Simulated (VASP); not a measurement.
GaAs: single point with PBE

The system is GaAs.

```
Ga As
1.0
     0.00000    2.82500    2.82500
     2.82500    0.00000    2.82500
     2.82500    2.82500    0.00000
Ga As
1 1
Direct
  0.00999 0.99500 0.00749
  0.26001 0.24500 0.25751
```

| Property | Result |
| --- | --- |
| Program | VASP 6.6.1 |
| Task | single point |
| Functional | PBE |
| Potentials or basis | VASP PAW PBE potentials, release 64 (Ga_d, As) |
| Cutoff | 500 eV |
| k mesh | 4 × 4 × 4 |
| Occupations | fermi-dirac, width 0.02 eV |
| Spin | no spin polarisation |

* Pressure: 3.9 GPa
* Band gap on the k mesh: 0.52 eV, direct

Levels at points of the mesh, in eV from the valence-band top:
```tsv
k point	band 6	band 7	band 8	band 9	band 10	band 11	band 12	band 13
(0.00, 0.00, 0.00)	-12.74	0.00	0.00	0.00	0.52	3.69	3.69	3.69
(0.50, 0.00, 0.00)	-10.97	-6.67	-1.15	-1.15	0.99	4.60	4.60	7.74
(0.00, 0.50, 0.00)	-10.97	-6.67	-1.15	-1.15	0.99	4.60	4.60	7.74
(0.50, 0.50, 0.50)	-10.97	-6.67	-1.15	-1.15	0.99	4.60	4.60	7.74
(0.50, 0.50, 0.00)	-10.22	-6.86	-2.70	-2.70	1.43	1.63	10.16	10.16
(0.50, 0.00, 0.50)	-10.22	-6.86	-2.70	-2.70	1.43	1.63	10.16	10.16
```

Wall time 8.7 s on 1 thread of Intel(R) Xeon(R) 6975P-C (Granite Rapids), on a shared host, peak memory 0.16 GiB.

Caveat: the k points lie up to 0.48 Å⁻¹ apart. A k mesh can miss the band edges.
